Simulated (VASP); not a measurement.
# TaN in VASP: single point with r2SCAN

Aim: the single point of TaN with r2SCAN.

Everything below comes from runs of VASP 6.6.1. Logs are shortened: lines on timing, memory, paths and dates and some standing lists are left out, and cuts for length are marked.

### Step 1. The cell of the first run

The cell holds a slab with vacuum, 6 atoms: a = 3.109 Å, b = 3.109 Å, c = 23.346 Å, α = 90.00°, β = 90.00°, γ = 120.00°.

### Step 2. Single point, r2SCAN

File POSCAR:

```
TaN
1.0
    3.1088180366      0.0000000000      0.0000000000
   -1.5544090183      2.6923153955      0.0000000000
    0.0000000000      0.0000000000     23.3458482441
Ta N
3 3
Direct
    0.3333333333      0.6666666667      0.3640904332
    0.0000000000      0.0000000000      0.4728180866
    0.6666666667      0.3333333333      0.5869040638
    0.6666666667      0.3333333333      0.4184542599
    0.3333333333      0.6666666667      0.5275468737
    0.0000000000      0.0000000000      0.6251633642
```

File INCAR.step1:

```
ALGO     = Normal         # electronic algorithm
DIPOL    = 0.5 0.5 0.499
EDIFF    = 1E-4           # SCF threshold, eV
ENCUT    = 520            # plane-wave cutoff, eV
GGA      = PE             # functional
IDIPOL   = 3            
ISMEAR   = 0              # smearing method
LASPH    = T              # aspherical terms in the spheres
LCHARG   = F              # write CHGCAR
LDIPOL   = T            
LREAL    = F              # projectors in reciprocal space
LWAVE    = T              # write WAVECAR
NBANDS   = 33             # bands
NELM     = 60             # most SCF steps
PREC     = Accurate       # precision mode
SIGMA    = 0.1            # smearing width, eV
```

File INCAR.step2:

```
ALGO     = Normal         # electronic algorithm
DIPOL    = 0.5 0.5 0.499
EDIFF    = 1E-6           # SCF threshold, eV
ENCUT    = 520            # plane-wave cutoff, eV
IDIPOL   = 3            
ISIF     = 2              # what is computed and relaxed
ISMEAR   = 0              # smearing method
ISTART   = 1            
LASPH    = T              # aspherical terms in the spheres
LCHARG   = F              # write CHGCAR
LDIPOL   = T            
LMIXTAU  = T            
LREAL    = F              # projectors in reciprocal space
LWAVE    = F              # write WAVECAR
METAGGA  = R2SCAN         # meta-GGA
NBANDS   = 33             # bands
NELM     = 60             # most SCF steps
PREC     = Accurate       # precision mode
SIGMA    = 0.1            # smearing width, eV
```

File KPOINTS:

```
k-points
0
Gamma
  9 9 1
```

Potentials or basis: VASP PAW PBE potentials, release 64 (Ta_pv, N).

The run is started by

```
$ cat potpaw_PBE.64/Ta_pv/POTCAR potpaw_PBE.64/N/POTCAR > POTCAR
$ cp INCAR.step1 INCAR
$ mpirun -np 1 vasp_std > vasp.out
$ cp INCAR.step2 INCAR
$ mpirun -np 1 vasp_std > vasp.out
```

OUTCAR:

```text
EDIFF = 1E-6
   ENCUT = 520
   ISIF = 2
   ISMEAR = 0
   ISTART = 1
   LASPH = T
   LREAL = F
   METAGGA = R2SCAN
   NELM = 60
   PREC = Accurate

 ion  position               nearest neighbor table
   1  0.333  0.667  0.364-   4 2.20   4 2.20   4 2.20   2 3.11   2 3.11   2 3.11
   2  0.000  0.000  0.473-   4 2.20   4 2.20   4 2.20   5 2.20   5 2.20   5 2.20   1 3.11   1 3.11
                             1 3.11   3 3.21   3 3.21   3 3.21
   3  0.667  0.333  0.587-   6 2.00   6 2.00   6 2.00   5 2.27   5 2.27   5 2.27   2 3.21   2 3.21
                             2 3.21
   4  0.667  0.333  0.418-   2 2.20   1 2.20   1 2.20   2 2.20   2 2.20   1 2.20
   5  0.333  0.667  0.528-   2 2.20   2 2.20   2 2.20   3 2.27   3 2.27   3 2.27
   6  0.000  0.000  0.625-   3 2.00   3 2.00   3 2.00

  LATTYP: Found a hexagonal cell.
 ALAT       =     3.1088180366
 C/A-ratio  =     7.5095576419

  Lattice vectors:

 A1 = (   3.1088180366,   0.0000000000,   0.0000000000)
 A2 = (  -1.5544090183,   2.6923153955,   0.0000000000)
 A3 = (   0.0000000000,   0.0000000000,  23.3458482441)

Analysis of symmetry for initial positions (statically):
=====================================================================
 Subroutine PRICEL returns:
 Original cell was already a primitive cell.

 Routine SETGRP: Setting up the symmetry group for a
 hexagonal supercell.

 Subroutine GETGRP returns: Found  6 space group operations
 (whereof  6 operations were pure point group operations)
 out of a pool of 24 trial point group operations.

The static configuration has the point symmetry C_3v.

Analysis of symmetry for dynamics (positions and initial velocities):
=====================================================================
 Subroutine PRICEL returns:
 Original cell was already a primitive cell.

 Routine SETGRP: Setting up the symmetry group for a
 hexagonal supercell.

 Subroutine GETGRP returns: Found  6 space group operations
 (whereof  6 operations were pure point group operations)
 out of a pool of 24 trial point group operations.

The dynamic configuration has the point symmetry C_3v.

 Subroutine INISYM returns: Found  6 space group operations
 (whereof  6 operations are pure point group operations),
 and found     1 'primitive' translations

----------------------------------------------------------------------------------------

                                     Primitive cell

  volume of cell :     195.4029

  direct lattice vectors                    reciprocal lattice vectors
     3.108818037  0.000000000  0.000000000     0.321665658  0.185713754  0.000000000
    -1.554409018  2.692315396  0.000000000     0.000000000  0.371427509  0.000000000
     0.000000000  0.000000000 23.345848244     0.000000000  0.000000000  0.042834169

  length of vectors
     3.108818037  3.108818037 23.345848244     0.371427509  0.371427509  0.042834169

  position of ions in fractional coordinates (direct lattice)
     0.333333333  0.666666667  0.364090433
     0.000000000  0.000000000  0.472818087
     0.666666667  0.333333333  0.586904064
     0.666666667  0.333333333  0.418454260
     0.333333333  0.666666667  0.527546874
     0.000000000  0.000000000  0.625163364

  ion indices of the primitive-cell ions
   primitive index   ion index
                 1           1
                 2           2
                 3           3
                 4           4
                 5           5
                 6           6

----------------------------------------------------------------------------------------

 KPOINTS: k-points

Automatic generation of k-mesh.
 Grid dimensions read from file:
 generate k-points for:    9    9    1

 Generating k-lattice:

  Cartesian coordinates                     Fractional coordinates (reciprocal lattice)
     0.035740629  0.020634862  0.000000000     0.111111111 -0.000000000  0.000000000
     0.000000000  0.041269723  0.000000000     0.000000000  0.111111111  0.000000000
     0.000000000  0.000000000  0.042834169     0.000000000  0.000000000  1.000000000

  Length of vectors
     0.041269723  0.041269723  0.042834169

  Shift w.r.t. Gamma in fractional coordinates (k-lattice)
     0.000000000  0.000000000  0.000000000

 Subroutine IBZKPT returns following result:
 ===========================================

 Found     12 irreducible k-points:

 Following reciprocal coordinates:
            Coordinates               Weight
  0.000000  0.000000  0.000000      1.000000
  0.111111  0.000000  0.000000      6.000000
  0.222222  0.000000  0.000000      6.000000
  0.333333  0.000000  0.000000      6.000000
  0.444444  0.000000  0.000000      6.000000
  0.111111  0.111111  0.000000      6.000000
  0.222222  0.111111  0.000000     12.000000
  0.333333  0.111111  0.000000     12.000000
  0.444444  0.111111  0.000000      6.000000
  0.222222  0.222222  0.000000      6.000000
  0.333333  0.222222  0.000000     12.000000
  0.333333  0.333333  0.000000      2.000000
   k-points           NKPTS =     12   k-points in BZ     NKDIM =     12   number of bands    NBANDS=     33
   number of dos      NEDOS =    301   number of ions     NIONS =      6
   total plane-waves  NPLWV = 103680
   dimension x,y,z NGX =    24 NGY =   24 NGZ =  180
   dimension x,y,z NGXF=    48 NGYF=   48 NGZF=  360
   ions per type =               3   3
   NGX,Y,Z   is equivalent  to a cutoff of  12.83, 12.83, 12.82 a.u.
   NGXF,Y,Z  is equivalent  to a cutoff of  25.67, 25.67, 25.64 a.u.
 SYSTEM =  unknown system
   PREC   = accura    normal or accurate (medium, high low for compatibility)
   ISTART =      1    job   : 0-new  1-cont  2-samecut
   ICHARG =      0    charge: 1-file 2-atom 10-const
   ISPIN  =      1    spin polarized calculation?
   LNONCOLLINEAR =      F non collinear calculations
   LSORBIT =      F    spin-orbit coupling
   LASPH  =      T    aspherical Exc in radial PAW
   ENCUT  =  520.0 eV  38.22 Ry    6.18 a.u.   5.78  5.78 43.41*2*pi/ulx,y,z
   NELM   =     60;   NELMIN=  2; NELMDL=  0     # of ELM steps
   EDIFF  = 0.1E-05   stopping-criterion for ELM
   LREAL  =      F    real-space projection
   EDIFFG = 0.1E-04   stopping-criterion for IOM
   NSW    =      0    number of steps for IOM
   IBRION =     -1    ionic relax: 0-MD 1-quasi-New 2-CG
   NFREE  =      0    steps in history (QN), initial steepest desc. (CG)
   ISIF   =      2    stress and relaxation
   ISYM   =      2    0-nonsym 1-usesym 2-fastsym
   POTIM  = 0.5000    time-step for ionic-motion
   TEBEG  =    0.0;   TEEND  =   0.0 temperature during run
   PSTRESS=    0.0 pullay stress
   NELECT =      48.0000    total number of electrons
   NUPDOWN=      -1.0000    fix difference up-down
   EMIN   =  10.00;   EMAX   =-10.00  energy-range for DOS
   EFERMI =   0.00;   METHOD = LEGACY
   ISMEAR =     0;   SIGMA  =   0.10  broadening in eV -4-tet -1-fermi 0-gaus
   EFERMI_NEDOS =   21; number of points for ismear=-14 and -15
   IALGO  =     38    algorithm
   IMIX   =      4    mixing-type and parameters
     AMIX     =   0.40;   BMIX     =  1.00
     AMIX_MAG =   1.60;   BMIX_MAG =  1.00
  volume/ion in A,a.u.               =      32.57       219.77
  Fermi-wavevector in a.u.,A,eV,Ry     =   1.025286  1.937509 14.302594  1.051211
  Thomas-Fermi vector in A             =   2.159118
   LORBIT       =      0    0 simple, 1 ext, 2 COOP (PROOUT), +10 PAW based schemes
   METAGGA = R2SCAN    functional components
   LHFCALC =     F    Hartree Fock is set to
   AEXX    =    0.0000 exact exchange contribution
   IVDW    =     0    specifies the selected vdW correction
   LEPSILON=     F    determine dielectric tensor
   LRPA    =     F    only Hartree local field effects (RPA)
 non-spin polarized calculation
 Gauss-broadening in eV      SIGMA  =   0.10
  energy-cutoff  :      520.00
  volume of cell :      195.40
 maximum number of plane-waves:      5281
 NGX is ok and might be reduce to    24
   NGX = 11   NGY = 11   NGZ = 87

 dipolmoment           0.000000      0.000000     -0.003316 electrons x Angstroem

 number of electron      47.9999995 magnetization

 dipolmoment           0.000000      0.000000      0.017175 electrons x Angstroem

 Free energy of the ion-electron system (eV)
  ---------------------------------------------------
  ext. energy  EPLUGINS =         0.00000000
  ---------------------------------------------------
  free energy    TOTEN  =      -176.99570454 eV

  energy without entropy =     -176.96779450  energy(sigma->0) =     -176.98174952

 E-fermi :  -0.5527     XC(G=0):  -5.5249

 val. band max:       -0.5715937169   @ k =   0.4444   0.1111   0.0000
 cond. band min:      -0.5507438469   @ k =   0.3333   0.3333   0.0000
 fundamental gap:      0.0208498700
 Fermi energy:        -0.5527482041

 k-point     1 :       0.0000    0.0000    0.0000
  band No.  band energies     occupation
      1     -38.2812      2.00000
      2     -37.9620      2.00000
      3     -37.7529      2.00000
      4     -37.7529      2.00000
      5     -37.7259      2.00000
      6     -37.7259      2.00000
[... 25 lines left out ...]
     32       1.4540      0.00000
     33       1.7525      0.00000

 k-point     2 :       0.1111    0.0000    0.0000
  band No.  band energies     occupation
      1     -38.2553      2.00000
      2     -37.9684      2.00000
      3     -37.8247      2.00000
      4     -37.8077      2.00000
      5     -37.7747      2.00000
      6     -37.7398      2.00000
[... 25 lines left out ...]
     32       1.8189      0.00000
     33       2.4423      0.00000

 k-point     3 :       0.2222    0.0000    0.0000
  band No.  band energies     occupation
      1     -38.1932      2.00000
      2     -38.0858      2.00000
      3     -38.0146      2.00000
      4     -37.8868      2.00000
      5     -37.8268      2.00000
      6     -37.7775      2.00000
[... 25 lines left out ...]
     32       2.2082      0.00000
     33       3.1213      0.00000

 k-point     4 :       0.3333    0.0000    0.0000
  band No.  band energies     occupation
      1     -38.3141      2.00000
      2     -38.2482      2.00000
      3     -38.0784      2.00000
      4     -37.8877      2.00000
      5     -37.8836      2.00000
      6     -37.8219      2.00000
[... 241 lines left out ...]
     32       3.5135      0.00000
     33       4.0708      0.00000

 k-point    11 :       0.3333    0.2222    0.0000
  band No.  band energies     occupation
      1     -38.3668      2.00000
      2     -38.3082      2.00000
      3     -38.0986      2.00000
      4     -38.0333      2.00000
      5     -37.9645      2.00000
      6     -37.8891      2.00000
[... 25 lines left out ...]
     32       4.0323      0.00000
     33       4.3093      0.00000

 k-point    12 :       0.3333    0.3333    0.0000
  band No.  band energies     occupation
      1     -38.2899      2.00000
      2     -38.2518      2.00000
      3     -38.2277      2.00000
      4     -38.1326      2.00000
      5     -37.9308      2.00000
      6     -37.9085      2.00000
[... 25 lines left out ...]
     32       4.2983      0.00000
     33       4.3474      0.00000

------------------------ aborting loop because EDIFF is reached ----------------------------------------

 vacuum level on the upper side and lower side of the slab       (xc-potential included)         0.174        -0.198

  FORCE on cell =-STRESS in cart. coord.  units (eV):
  Direction    XX          YY          ZZ          XY          YZ          ZX
  --------------------------------------------------------------------------------------
  -------------------------------------------------------------------------------------
  Total       -2.1174444     -2.1174444     -0.2410740      0.0000000      0.0000000      0.0000000
  in kB      -17.3616783    -17.3616783     -1.9766513      0.0000000      0.0000000      0.0000000
  external PRESSURE =     -12.2333360 kB  Pullay stress =       0.0000000 kB

 VOLUME and BASIS-vectors are now :
 -----------------------------------------------------------------------------
  energy-cutoff  :      520.00
  volume of cell :      195.40
      direct lattice vectors                 reciprocal lattice vectors
     3.108818037  0.000000000  0.000000000     0.321665658  0.185713754  0.000000000
    -1.554409018  2.692315396  0.000000000     0.000000000  0.371427509  0.000000000
     0.000000000  0.000000000 23.345848244     0.000000000  0.000000000  0.042834169

 POSITION                                       TOTAL-FORCE (eV/Angst)
 -----------------------------------------------------------------------------------
     -0.00000      1.79488      8.50000         0.000000     -0.000000      0.516031
      0.00000      0.00000     11.03834         0.000000     -0.000000     -0.060182
      1.55441      0.89744     13.70177        -0.000000      0.000000      0.001404
      1.55441      0.89744      9.76917        -0.000000     -0.000000     -0.564950
     -0.00000      1.79488     12.31603         0.000000     -0.000000     -0.018747
      0.00000      0.00000     14.59497         0.000000     -0.000000      0.126445
 -----------------------------------------------------------------------------------
    total drift:                               -0.000001      0.000000      0.000327

  FREE ENERGIE OF THE ION-ELECTRON SYSTEM (eV)
  ---------------------------------------------------
  free  energy   TOTEN  =      -176.9957045417 eV

  energy  without entropy=     -176.9677944992  energy(sigma->0) =     -176.98174952

 vacuum level on the upper side and lower side of the slab         4.936         4.559
```

Run time: 10 min. Hardware: 1 thread of AMD EPYC 7R43 (Zen 3), shared host; peak memory 0.34 GiB.

Results:

- Free energy: -176.9957 eV
- Largest force: 0.565 eV/Å
- Band gap on the k mesh: zero (band 24 reaches -0.49 eV, above the bottom of band 25 at -1.51 eV)

Forces in eV/Å, atoms in the order of the input:
```
Ta   0.000  0.000  0.516
Ta   0.000  0.000 -0.060
Ta   0.000  0.000  0.001
N    0.000  0.000 -0.565
N    0.000  0.000 -0.019
N    0.000  0.000  0.126
```

Levels at points of the mesh, in eV from the Fermi level:
```
           k point  band 22  band 23  band 24  band 25  band 26  band 27
(0.00, 0.00, 0.00)    -1.77    -0.99    -0.99    -0.96     0.32     0.49
```

Caveat: the PAW data sets were made with another functional, which shifts forces and pressure a little; spin-orbit coupling is left out, which moves the levels of the heavy elements.
